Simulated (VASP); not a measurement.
Te: single point with PBE

The system is Te.

```
CELL_PARAMETERS angstrom
4.45400 0.00000 0.00000
-2.22700 3.85728 0.00000
0.00000 0.00000 5.92400
ATOMIC_POSITIONS crystal
Te 0.73100 0.73100 0.00000
Te 0.00000 0.26900 0.66667
Te 0.26900 0.00000 0.33333
```

```yaml
Program: VASP 6.6.1
Task: single point
Functional: PBE
Potentials_or_basis: VASP PAW PBE potentials, release 64 (Te)
Cutoff: 520 eV
k_mesh: 3 × 3 × 2
Occupations: gaussian, width 0.01 eV
Spin: no spin polarisation
Dipole_correction: no
Further_INCAR_settings: ALGO = Normal; EDIFF = 1e-06; NBANDS = 16
```

| Item | Value |
| --- | --- |
| Pressure | 1.9 GPa |
| Largest force | 0.118 eV/Å |
| Band gap on the k mesh | 0.16 eV, direct |

Forces in eV/Å, atoms in the order of the input:
```
Te   0.059  0.102  0.000
Te   0.059 -0.102  0.000
Te  -0.118  0.000  0.000
```

Stress tensor (GPa, compression positive):
```
2.18 0.00 0.00
0.00 2.18 0.00
0.00 0.00 1.35
```

Levels at points of the mesh, in eV from the valence-band top:
| k point | band 5 | band 6 | band 7 | band 8 | band 9 | band 10 | band 11 | band 12 | band 13 | band 14 |
| --- | --- | --- | --- | --- | --- | --- | --- | --- | --- | --- |
| (0.00, 0.00, 0.00) | -2.76 | -2.76 | -1.68 | -1.68 | -0.85 | 1.00 | 1.00 | 1.59 | 4.95 | 4.95 |
| (0.00, 0.00, 0.50) | -2.68 | -2.68 | -1.33 | -1.03 | -1.03 | 0.46 | 0.48 | 0.48 | 3.99 | 5.23 |

It took 14 s on 1 thread of AMD EPYC 7R43 64-Core Processor (Zen 3) (shared host), peak memory 0.18 GiB.

Caveat: the k points lie up to 0.54 Å⁻¹ apart; spin-orbit coupling is left out, which moves the levels of the heavy elements. A k mesh can miss the band edges.
